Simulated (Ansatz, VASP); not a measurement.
# PbS in VASP and in Ansatz

```
Pb S
1.0
     2.11266    1.21975    3.45192
    -2.11266    1.21975    3.45192
     0.00000   -2.43949    3.45192
Pb S
1 1
Direct
  0.98057 0.98057 0.98057
  0.47504 0.47504 0.47504
```

Alike in both runs: task relaxation of cell and atoms; functional r2SCAN; k mesh 6 × 6 × 6; occupations gaussian, width 0.02 eV; no spin polarisation.

|  | VASP | Ansatz |
| --- | --- | --- |
| version | VASP 6.6.1 | Ansatz 0.2.0 |
| potentials or method | VASP PAW PBE potentials, release 64 (Pb_d, S), cutoff 600 eV | scalar-relativistic, plane waves, PAW |
| valence electrons in the cell | 20 | 20 |

```tsv
	VASP	Ansatz	Ansatz less VASP
gap on the k mesh at the Fermi level, each at its own relaxed structure (eV)	0.72	0.71	-0.010
relaxed volume (Å³/atom)	26.69	26.69	0.000
relaxed cell length with the largest relative difference (Å)	4.227	4.227	0.0000
```

VASP's potentials were made for PBE, not for r2SCAN.

Neither program's run includes spin-orbit coupling. Noted on VASP's run: the relaxation stopped at its first step, so nothing moved.
